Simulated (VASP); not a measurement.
Input of a VASP 6.6.1 run:

File INCAR:

```
PREC = Accurate ; ENCUT = 600
EDIFF = 1E-7 ; ISMEAR = 0
SIGMA = 0.02 ; LREAL = F
LASPH = T ; NELM = 80
ALGO = Normal ; ISIF = 3
LWAVE = F ; LCHARG = F
GGA = PE ; IVDW = 12
IBRION = 2 ; NSW = 100
EDIFFG = -0.002 ; KPAR = 4
```

File KPOINTS:

```
regular mesh
0
Gamma
  12 12 2
```

POSCAR

```
InSe
1.0
    4.0433628845      0.0000000000      0.0000000000
   -2.0216814422      3.5016549747      0.0000000000
    0.0000000000      0.0000000000     16.7600381411
In Se
4 4
Direct
    0.3333333333      0.6666666667      0.1665058196
    0.6666666667      0.3333333333      0.6665058196
    0.3333333333      0.6666666667      0.3334941804
    0.6666666667      0.3333333333      0.8334941804
    0.3333333333      0.6666666667      0.5902268192
    0.6666666667      0.3333333333      0.0902268192
    0.3333333333      0.6666666667      0.9097731808
    0.6666666667      0.3333333333      0.4097731808
```

Potentials or basis: VASP PAW PBE potentials, release 64 (In_d, Se).

The run is started by

```console
$ cat potpaw_PBE.64/In_d/POTCAR potpaw_PBE.64/Se/POTCAR > POTCAR
$ mpirun -np 4 vasp_std > vasp.out
```

Predict the band gap on the k mesh.

0.36 eV.

Predict the relaxed cell.

a = 4.032 Å, b = 4.032 Å, c = 16.782 Å, α = 90.00°, β = 90.00°, γ = 120.00°.

What does it give for the space group after relaxing (to 0.1 Å)?

P6_3/mmc (No. 194).

The path:
```tsv
step	energy change (eV)	largest force (eV/Å)	pressure (GPa)	volume (Å³)
1	0.0000	0.0468	-0.08	237.30
2	-0.0007	0.0219	-0.02	236.77
3	-0.0010	0.0163	0.02	236.41
4	-0.0010	0.0135	0.04	236.23
5	-0.0012	0.0069	0.00	236.33
6	-0.0012	0.0065	-0.01	236.34
7	-0.0012	0.0035	0.01	236.27
8	-0.0012	0.0017	0.00	236.29
```

Caveat: spin-orbit coupling is left out, which moves the levels of the heavy elements.
